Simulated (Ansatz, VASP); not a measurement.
# TeRu in VASP and in Ansatz

```
Ru Te
1.0
     0.00000    2.88758    2.88758
     2.88758    0.00000    2.88758
     2.88758    2.88758    0.00000
Ru Te
1 1
Direct
  0.00000 0.00000 0.00000
  0.25000 0.25000 0.25000
```

Alike in both runs: task single point; functional PBEsol; k mesh 8 × 8 × 8; occupations gaussian, width 0.05 eV; no spin polarisation.

|  | VASP | Ansatz |
| --- | --- | --- |
| version | VASP 6.6.1 | Ansatz 0.2.0 |
| potentials or method | VASP PAW PBE potentials, release 64 (Ru_pv, Te), cutoff 520 eV | scalar-relativistic, plane waves, PAW |
| valence electrons in the cell | 20 | 32 |

|  | VASP | Ansatz | Ansatz less VASP |
| --- | --- | --- | --- |
| gap on the k mesh at the Fermi level (eV) | none | none | - |
| pressure (GPa) | 2.2 | 2.3 | +0.10 |

VASP's potentials were made for PBE, not for PBEsol. A gap of «none» marks a metal or a gap that the smearing closes. VASP's potentials hold 20 valence electrons a cell and Ansatz's 32, so a difference there can come from the potentials and not from the codes.

Spin-orbit coupling is off throughout.
